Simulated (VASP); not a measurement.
Crystal: Cu.

```
CELL_PARAMETERS angstrom
2.56407 0.00000 0.00000
-1.28203 2.22055 0.00000
0.00000 0.00000 8.37054
ATOMIC_POSITIONS crystal
Cu 0.66667 0.33333 0.75000
Cu 0.00000 0.00000 0.50000
Cu 0.33333 0.66667 0.25000
Cu 0.00000 0.00000 0.00000
```

Base run:

```yaml
Program: VASP 6.6.1
Functional: PBEsol
Potentials_or_basis: VASP PAW PBE potentials, release 64 (Cu_sv_GW)
Cutoff: 700 eV
k_mesh: 12 × 12 × 4
Occupations: fermi-dirac, width 0.05 eV
Spin: no spin polarisation
```

Its results: band gap on the k mesh zero (band 38 reaches 10.60 eV, above the bottom of band 39 at 5.56 eV); pressure -11.9 GPa.

Problem. The run is repeated on the same cell with these changes: functional from PBEsol to PBE. What comes out?

Solution. Band gap on the k mesh zero (band 38 reaches 10.81 eV, above the bottom of band 39 at 5.74 eV); pressure -4.1 GPa.

PBE binds less tightly than PBEsol, so the same cell stands under more pressure.

Caveats: the PAW data sets were made with another functional, which shifts forces and pressure a little (some runs).
